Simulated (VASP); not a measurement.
ZnS: single point with revPBE+D3(BJ)

The system is ZnS.

```xyz
8
Lattice="3.8730 0.0000 0.0000 -1.9365 3.3541 0.0000 0.0000 0.0000 12.6848" Properties=species:S:1:pos:R:3 pbc="T T T"
Zn    1.9365    1.1180    9.5136
Zn    0.0000    2.2361    3.1712
Zn    0.0000    0.0000    6.3424
Zn    0.0000    0.0000    0.0000
S     1.9365    1.1180   11.8920
S     0.0000    2.2361    5.5496
S     0.0000    0.0000    8.7208
S     0.0000    0.0000    2.3784
```

| Property | Result |
| --- | --- |
| Program | VASP 6.6.1 |
| Task | single point |
| Functional | revPBE |
| Dispersion | D3(BJ) |
| Potentials or basis | VASP PAW PBE potentials, release 64 (Zn, S) |
| Cutoff | 520 eV |
| k mesh | 8 × 8 × 3 |
| Occupations | fermi-dirac, width 0.05 eV |
| Spin | no spin polarisation |

* Pressure: -4.6 GPa
* Largest force: 0.042 eV/Å
* Band gap on the k mesh: 2.08 eV
* Dispersion energy per atom: -0.574 eV

Forces in eV/Å, atoms in the order of the input:
```
Zn   0.000  0.000  0.007
Zn   0.000  0.000  0.007
Zn   0.000  0.000  0.020
Zn   0.000  0.000  0.020
S    0.000  0.000  0.015
S    0.000  0.000  0.015
S    0.000  0.000 -0.042
S    0.000  0.000 -0.042
```

Stress tensor (GPa, compression positive):
```
-4.60  0.00  0.00
 0.00 -4.60  0.00
 0.00  0.00 -4.71
```

Levels at points of the mesh, in eV from the valence-band top:
```tsv
k point	band 32	band 33	band 34	band 35	band 36	band 37	band 38	band 39	band 40	band 41
(0.00, 0.00, 0.00)	-0.42	-0.42	-0.04	0.00	0.00	2.08	3.21	3.36	3.59	6.42
(0.50, 0.00, 0.00)	-1.48	-1.48	-1.46	-1.02	-0.81	3.37	3.49	3.87	4.43	4.91
```

Wall time 3.4 min on 1 thread of Intel(R) Xeon(R) Platinum 8259CL CPU @ 2.50GHz (Skylake/Cascade Lake), with other jobs on the host, peak memory 0.34 GiB.

Caveat: the cell stands under tension; the PAW data sets were made with another functional, which shifts forces and pressure a little. A k mesh can miss the band edges.
